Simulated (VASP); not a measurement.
# TaBr (Fm-3m) in VASP: notebook

TaBr is run at these levels: PBE; tasks: single point, relaxation of cell and atoms.

Everything below comes from runs of VASP 6.6.1. Logs are shortened: lines on timing, memory, paths and dates and some standing lists are left out, and cuts for length are marked.

## 1. The cell of the first run

The structure is cubic, space group Fm-3m (No. 225). The conventional cell has a = 5.422 Å, b = 5.422 Å, c = 5.422 Å, α = 90.00°, β = 90.00°, γ = 90.00°. Ta (site symmetry m-3m) has 6 Br at 2.71 Å within 3.6 Å. Within 3.6 Å of Br (site symmetry m-3m) lie 6 Ta at 2.71 Å.

The cell was generated, and may not be a known phase.

## 2. Single point, PBE, collinear spin

Contents of INCAR:

```
SYSTEM = TaBr
PREC     = Accurate       ! precision mode
ENCUT    = 520            ! plane-wave cutoff, eV
EDIFF    = 1E-7           ! SCF threshold, eV
ISMEAR   = 0              ! smearing method
SIGMA    = 0.1            ! smearing width, eV
LREAL    = .False.        ! projectors in reciprocal space
LASPH    = .True.         ! aspherical terms in the spheres
NELM     = 150            ! most SCF steps
ALGO     = Normal         ! electronic algorithm
ISIF     = 2              ! what is computed and relaxed
LWAVE    = .False.        ! write WAVECAR
LCHARG   = .False.        ! write CHGCAR
ISPIN    = 2              ! spin polarisation
MAGMOM   = 1 0            ! initial moments
LORBIT   = 11             ! projections on sites
LMAXMIX  = 4              ! l up to which the mixer works
GGA      = PE             ! functional
NBANDS   = 20             ! bands
```

Contents of KPOINTS:

```
Automatic mesh
0
Gamma
  6 6 6
  0 0 0
```

Contents of POSCAR:

```
TaBr
1.0
    0.0000000000      2.7111433551      2.7111433551
    2.7111433551      0.0000000000      2.7111433551
    2.7111433551      2.7111433551      0.0000000000
Ta Br
1 1
Direct
    0.5000000000      0.5000000000      0.5000000000
    0.0000000000      0.0000000000      0.0000000000
```

Potentials or basis: VASP PAW PBE potentials, release 64 (Ta_pv, Br).

The run is started by

```
$ cat potpaw_PBE.64/Ta_pv/POTCAR potpaw_PBE.64/Br/POTCAR > POTCAR
$ mpirun -np 1 vasp_std > vasp.out
```

OUTCAR:

```text
SYSTEM = TaBr
   PREC = Accurate
   ENCUT = 520
   EDIFF = 1E-7
   ISMEAR = 0
   LREAL = .False.
   LASPH = .True.
   NELM = 150
   ISIF = 2
   ISPIN = 2
   LORBIT = 11
   GGA = PE

 ion  position               nearest neighbor table
   1  0.500  0.500  0.500-   2 2.71   2 2.71   2 2.71   2 2.71   2 2.71   2 2.71
   2  0.000  0.000  0.000-   1 2.71   1 2.71   1 2.71   1 2.71   1 2.71   1 2.71

  LATTYP: Found a face centered cubic cell.
 ALAT       =     5.4222867102

  Lattice vectors:

 A1 = (   0.0000000000,   2.7111433551,   2.7111433551)
 A2 = (   2.7111433551,   0.0000000000,   2.7111433551)
 A3 = (   2.7111433551,   2.7111433551,   0.0000000000)

Analysis of symmetry for initial positions (statically):
=====================================================================
 Subroutine PRICEL returns:
 Original cell was already a primitive cell.

 Routine SETGRP: Setting up the symmetry group for a
 face centered cubic supercell.

 Subroutine GETGRP returns: Found 48 space group operations
 (whereof 48 operations were pure point group operations)
 out of a pool of 48 trial point group operations.

The static configuration has the point symmetry O_h .

Analysis of symmetry for dynamics (positions and initial velocities):
=====================================================================
 Subroutine PRICEL returns:
 Original cell was already a primitive cell.

 Routine SETGRP: Setting up the symmetry group for a
 face centered cubic supercell.

 Subroutine GETGRP returns: Found 48 space group operations
 (whereof 48 operations were pure point group operations)
 out of a pool of 48 trial point group operations.

The dynamic configuration has the point symmetry O_h .

Analysis of structural, dynamic, and magnetic symmetry:
=====================================================================
 Subroutine PRICEL returns:
 Original cell was already a primitive cell.

 Routine SETGRP: Setting up the symmetry group for a
 face centered cubic supercell.

 Subroutine GETGRP returns: Found 48 space group operations
 (whereof 48 operations were pure point group operations)
 out of a pool of 48 trial point group operations.

The overall configuration has the point symmetry O_h .

 Subroutine INISYM returns: Found 48 space group operations
 (whereof 48 operations are pure point group operations),
 and found     1 'primitive' translations

----------------------------------------------------------------------------------------

                                     Primitive cell

  volume of cell :      39.8554

  direct lattice vectors                    reciprocal lattice vectors
     0.000000000  2.711143355  2.711143355    -0.184424036  0.184424036  0.184424036
     2.711143355  0.000000000  2.711143355     0.184424036 -0.184424036  0.184424036
     2.711143355  2.711143355  0.000000000     0.184424036  0.184424036 -0.184424036

  length of vectors
     3.834135702  3.834135702  3.834135702     0.319431801  0.319431801  0.319431801

  position of ions in fractional coordinates (direct lattice)
     0.500000000  0.500000000  0.500000000
     0.000000000  0.000000000  0.000000000

  ion indices of the primitive-cell ions
   primitive index   ion index
                 1           1
                 2           2

----------------------------------------------------------------------------------------

 KPOINTS: Automatic mesh

Automatic generation of k-mesh.
 Grid dimensions read from file:
 generate k-points for:    6    6    6

 Generating k-lattice:

  Cartesian coordinates                     Fractional coordinates (reciprocal lattice)
    -0.030737339  0.030737339  0.030737339     0.166666667  0.000000000  0.000000000
     0.030737339 -0.030737339  0.030737339     0.000000000  0.166666667  0.000000000
     0.030737339  0.030737339 -0.030737339     0.000000000  0.000000000  0.166666667

  Length of vectors
     0.053238633  0.053238633  0.053238633

  Shift w.r.t. Gamma in fractional coordinates (k-lattice)
     0.000000000  0.000000000  0.000000000

 Subroutine IBZKPT returns following result:
 ===========================================

 Found     16 irreducible k-points:

 Following reciprocal coordinates:
            Coordinates               Weight
  0.000000  0.000000  0.000000      1.000000
  0.166667  0.000000  0.000000      8.000000
  0.333333  0.000000  0.000000      8.000000
  0.500000  0.000000  0.000000      4.000000
  0.166667  0.166667  0.000000      6.000000
  0.333333  0.166667  0.000000     24.000000
[... 8 lines left out ...]
 -0.333333  0.333333  0.166667     24.000000
 -0.333333  0.500000  0.166667     12.000000
   k-points           NKPTS =     16   k-points in BZ     NKDIM =     16   number of bands    NBANDS=     20
   number of dos      NEDOS =    301   number of ions     NIONS =      2
   total plane-waves  NPLWV =  27000
   dimension x,y,z NGX =    30 NGY =   30 NGZ =   30
   dimension x,y,z NGXF=    60 NGYF=   60 NGZF=   60
   ions per type =               1   1
   NGX,Y,Z   is equivalent  to a cutoff of  13.01, 13.01, 13.01 a.u.
   NGXF,Y,Z  is equivalent  to a cutoff of  26.02, 26.02, 26.02 a.u.
 SYSTEM =  TaBr
   PREC   = accura    normal or accurate (medium, high low for compatibility)
   ISTART =      0    job   : 0-new  1-cont  2-samecut
   ICHARG =      2    charge: 1-file 2-atom 10-const
   ISPIN  =      2    spin polarized calculation?
   LNONCOLLINEAR =      F non collinear calculations
   LSORBIT =      F    spin-orbit coupling
   LASPH  =      T    aspherical Exc in radial PAW
   ENCUT  =  520.0 eV  38.22 Ry    6.18 a.u.   7.13  7.13  7.13*2*pi/ulx,y,z
   NELM   =    150;   NELMIN=  2; NELMDL= -5     # of ELM steps
   EDIFF  = 0.1E-06   stopping-criterion for ELM
   LREAL  =      F    real-space projection
   EDIFFG = 0.1E-05   stopping-criterion for IOM
   NSW    =      0    number of steps for IOM
   IBRION =     -1    ionic relax: 0-MD 1-quasi-New 2-CG
   NFREE  =      0    steps in history (QN), initial steepest desc. (CG)
   ISIF   =      2    stress and relaxation
   ISYM   =      2    0-nonsym 1-usesym 2-fastsym
   POTIM  = 0.5000    time-step for ionic-motion
   TEBEG  =    0.0;   TEEND  =   0.0 temperature during run
   PSTRESS=    0.0 pullay stress
   NELECT =      18.0000    total number of electrons
   NUPDOWN=      -1.0000    fix difference up-down
   EMIN   =  10.00;   EMAX   =-10.00  energy-range for DOS
   EFERMI =   0.00;   METHOD = LEGACY
   ISMEAR =     0;   SIGMA  =   0.10  broadening in eV -4-tet -1-fermi 0-gaus
   EFERMI_NEDOS =   21; number of points for ismear=-14 and -15
   IALGO  =     38    algorithm
   IMIX   =      4    mixing-type and parameters
     AMIX     =   0.40;   BMIX     =  1.00
     AMIX_MAG =   1.60;   BMIX_MAG =  1.00
  volume/ion in A,a.u.               =      19.93       134.48
  Fermi-wavevector in a.u.,A,eV,Ry     =   1.256039  2.373570 21.465019  1.577634
  Thomas-Fermi vector in A             =   2.389767
   LORBIT       =     11    0 simple, 1 ext, 2 COOP (PROOUT), +10 PAW based schemes
   GGA     = PE    functional components
   LHFCALC =     F    Hartree Fock is set to
   AEXX    =    0.0000 exact exchange contribution
   IVDW    =     0    specifies the selected vdW correction
   LEPSILON=     F    determine dielectric tensor
   LRPA    =     F    only Hartree local field effects (RPA)
 spin polarized calculation
 Gauss-broadening in eV      SIGMA  =   0.10
  energy-cutoff  :      520.00
  volume of cell :       39.86
 maximum number of plane-waves:      1090
 NGX is ok and might be reduce to    30
   NGX = 15   NGY = 15   NGZ = 15

 number of electron      18.0000000 magnetization       0.3835786

 Free energy of the ion-electron system (eV)
  ---------------------------------------------------
  ext. energy  EPLUGINS =         0.00000000
  ---------------------------------------------------
  free energy    TOTEN  =       -10.31077870 eV

  energy without entropy =      -10.29286414  energy(sigma->0) =      -10.30182142

 E-fermi :   7.3024     XC(G=0): -11.3241

 val. band max:        7.2959899559   @ k =   0.1667   0.0000   0.0000
 cond. band min:       7.3060270541   @ k =   0.5000   0.3333   0.1667
 fundamental gap:      0.0100370982
 Fermi energy:         7.3023752625

 spin component 1

 k-point     1 :       0.0000    0.0000    0.0000
  band No.  band energies     occupation
      1     -28.1899      1.00000
      2     -28.1899      1.00000
      3     -28.1899      1.00000
      4     -12.1138      1.00000
      5       1.7267      1.00000
      6       1.7267      1.00000
[... 12 lines left out ...]
     19      20.3077      0.00000
     20      20.3077      0.00000
[... 323 lines left out ...]
 k-point    16 :      -0.3333    0.5000    0.1667
  band No.  band energies     occupation
      1     -28.2591      1.00000
      2     -28.2353      1.00000
      3     -28.2257      1.00000
      4     -11.3178      1.00000
      5      -0.6693      1.00000
      6      -0.2880      1.00000
[... 12 lines left out ...]
     19      19.2088      0.00000
     20      20.3382      0.00000
 Fermi energy:         7.3023752625

 spin component 2

 k-point     1 :       0.0000    0.0000    0.0000
  band No.  band energies     occupation
      1     -28.0321      1.00000
      2     -28.0321      1.00000
      3     -28.0321      1.00000
      4     -12.0846      1.00000
      5       1.7510      1.00000
      6       1.7510      1.00000
[... 12 lines left out ...]
     19      20.5040      0.00000
     20      20.5040      0.00000
[... 323 lines left out ...]
 k-point    16 :      -0.3333    0.5000    0.1667
  band No.  band energies     occupation
      1     -28.1010      1.00000
      2     -28.0773      1.00000
      3     -28.0677      1.00000
      4     -11.2992      1.00000
      5      -0.6155      1.00000
      6      -0.2178      1.00000
[... 12 lines left out ...]
     19      19.3367      0.00000
     20      20.4707      0.00000

------------------------ aborting loop because EDIFF is reached ----------------------------------------

  FORCE on cell =-STRESS in cart. coord.  units (eV):
  Direction    XX          YY          ZZ          XY          YZ          ZX
  --------------------------------------------------------------------------------------
  -------------------------------------------------------------------------------------
  Total        0.0244490      0.0244490      0.0244490     -0.0000000     -0.0000000      0.0000000
  in kB        0.9828451      0.9828451      0.9828451     -0.0000000     -0.0000000      0.0000000
  external PRESSURE =       0.9828451 kB  Pullay stress =       0.0000000 kB

 VOLUME and BASIS-vectors are now :
 -----------------------------------------------------------------------------
  energy-cutoff  :      520.00
  volume of cell :       39.86
      direct lattice vectors                 reciprocal lattice vectors
     0.000000000  2.711143355  2.711143355    -0.184424036  0.184424036  0.184424036
     2.711143355  0.000000000  2.711143355     0.184424036 -0.184424036  0.184424036
     2.711143355  2.711143355  0.000000000     0.184424036  0.184424036 -0.184424036

 POSITION                                       TOTAL-FORCE (eV/Angst)
 -----------------------------------------------------------------------------------
      2.71114      2.71114      2.71114         0.000000     -0.000000     -0.000000
      0.00000      0.00000      0.00000        -0.000000      0.000000      0.000000
 -----------------------------------------------------------------------------------
    total drift:                               -0.000000     -0.000000      0.000000

  FREE ENERGIE OF THE ION-ELECTRON SYSTEM (eV)
  ---------------------------------------------------
  free  energy   TOTEN  =       -10.3107787039 eV

  energy  without entropy=      -10.2928641411  energy(sigma->0) =      -10.30182142

 total charge

# of ion       s       p       d       tot
------------------------------------------
    1        0.261   6.033   2.486   8.780
    2        1.619   3.107   0.195   4.922
--------------------------------------------------
tot          1.880   9.140   2.681  13.701

 magnetization (x)

# of ion       s       p       d       tot
------------------------------------------
    1        0.020   0.003   0.234   0.257
    2        0.006  -0.011   0.015   0.009
--------------------------------------------------
tot          0.026  -0.008   0.249   0.267
```

Run time: 34 s. Hardware: 1 thread of Intel Xeon Platinum 8488C (Sapphire Rapids), shared host; peak memory 0.19 GiB.

What came out:

- Free energy: -10.3108 eV
- Pressure: 0.1 GPa
- Net moment: 0.38 μB per cell
- Site moments: Ta +0.26; Br +0.01 μB
- Valence electrons inside the program's atomic spheres: Ta 8.78; Br 4.92

Levels at points of the mesh, in eV from the Fermi level:
Spin up:
```csv
k point,band 7,band 8,band 9,band 10,band 11,band 12
"(0.00, 0.00, 0.00)",-5.58,-1.83,-1.83,-1.83,-1.61,-1.34
"(0.50, 0.00, 0.00)",-7.39,0.48,0.49,0.49,0.74,3.88
"(0.50, 0.50, 0.00)",-6.54,-3.63,-0.45,-0.31,1.32,1.32
```
Spin down:
| k point | band 5 | band 6 | band 7 | band 8 | band 9 | band 10 | band 11 | band 12 | band 13 | band 14 |
| --- | --- | --- | --- | --- | --- | --- | --- | --- | --- | --- |
| (0.00, 0.00, 0.00) | -5.55 | -5.55 | -5.55 | -1.63 | -1.63 | -1.63 | -1.47 | -1.12 | -1.12 | 6.94 |
| (0.50, 0.00, 0.00) | -9.57 | -7.32 | -7.32 | 0.68 | 0.71 | 0.71 | 0.84 | 4.05 | 4.05 | 4.84 |
| (0.50, 0.50, 0.00) | -8.13 | -6.50 | -6.50 | -3.46 | -0.25 | -0.09 | 1.55 | 1.55 | 1.62 | 7.05 |

Caveat: a moment this small can come from the mesh or the smearing; spin-orbit coupling is left out, which moves the levels of the heavy elements.

## 3. Relaxation of cell and atoms, PBE, collinear spin

This run uses another cell than the first one, of 26.00 Å³/atom.

Contents of INCAR:

```
SYSTEM = TaBr
PREC = Accurate ; ENCUT = 600
EDIFF = 1E-7 ; ISMEAR = 0
SIGMA = 0.1 ; LREAL = .False.
LASPH = .True. ; NELM = 150
ALGO = Normal ; ISIF = 3
LWAVE = .False. ; LCHARG = .False.
ISPIN = 2 ; MAGMOM = 1 0
LORBIT = 11 ; LMAXMIX = 4
GGA = PE ; IBRION = 2
NSW = 90 ; EDIFFG = -0.04
```

KPOINTS is that of step 2.

Contents of POSCAR:

```
TaBr
1.0
    0.0000000000      2.9625295600      2.9625295600
    2.9625295600      0.0000000000      2.9625295600
    2.9625295600      2.9625295600      0.0000000000
Ta Br
1 1
Direct
    0.5000000000      0.5000000000      0.5000000000
    0.0000000000      0.0000000000      0.0000000000
```

Potentials or basis: VASP PAW PBE potentials, release 64 (Ta_pv, Br).

The run is started by

```
$ cat potpaw_PBE.64/Ta_pv/POTCAR potpaw_PBE.64/Br/POTCAR > POTCAR
$ mpirun -np 1 vasp_std > vasp.out
```

Wall time 75 s (1 thread of Intel Xeon Platinum 8488C (Sapphire Rapids), shared host); peak memory 0.26 GiB.

Results (log left out):

```
Free energy                                           : -10.3121 eV
Relaxed volume                                        : 19.99 Å³/atom
Relaxed cell                                          : a = 3.838 Å, b = 3.838 Å, c = 3.838 Å, α = 60.00°, β = 60.00°, γ = 60.00°
Space group after relaxing (to 0.1 Å)                 : Fm-3m (No. 225)
Energy gained by relaxing                             : 277.7 meV/atom
Ionic steps                                           : 3
Pressure after relaxing                               : -0.1 GPa
Net moment                                            : 0.39 μB per cell
Site moments                                          : Ta +0.26; Br +0.01 μB
Valence electrons inside the program's atomic spheres : Ta 8.77; Br 4.92
```

Step by step:
```csv
step,energy change (eV),largest force (eV/Å),pressure (GPa),volume (Å³)
1,0.0000,0.0000,-11.74,52.00
2,-0.5488,0.0000,2.26,38.94
3,-0.5554,0.0000,-0.14,39.97
```

Final structure:
```yaml
crystal:
  lattice:
    - [0.00000, 2.71385, 2.71385]
    - [2.71385, 0.00000, 2.71385]
    - [2.71385, 2.71385, 0.00000]
  atoms:
    - { symbol: Ta, position: [0.50000, 0.50000, 0.50000] }
    - { symbol: Br, position: [0.00000, 0.00000, 0.00000] }
```

Levels at points of the mesh, in eV from the Fermi level:
Spin up:
```csv
k point,band 5,band 6,band 7,band 8,band 9,band 10,band 11,band 12,band 13,band 14
"(0.00, 0.00, 0.00)",-5.57,-5.57,-5.57,-1.82,-1.82,-1.82,-1.63,-1.33,-1.33,6.88
"(0.50, 0.00, 0.00)",-9.64,-7.38,-7.38,0.48,0.49,0.49,0.74,3.85,3.85,4.70
"(0.50, 0.50, 0.00)",-8.17,-6.53,-6.53,-3.61,-0.45,-0.30,1.32,1.32,1.39,6.96
```
Spin down:
```
           k point  band 7  band 8  band 9  band 10  band 11  band 12
(0.00, 0.00, 0.00)   -5.55   -1.62   -1.62    -1.62    -1.48    -1.11
(0.50, 0.00, 0.00)   -7.30    0.68    0.71     0.71     0.84     4.03
(0.50, 0.50, 0.00)   -6.49   -3.44   -0.25    -0.08     1.55     1.55
```

Caveat: the volume moved by over 15 % at a fixed basis, so the end points are rough; a moment this small can come from the mesh or the smearing; spin-orbit coupling is left out, which moves the levels of the heavy elements.
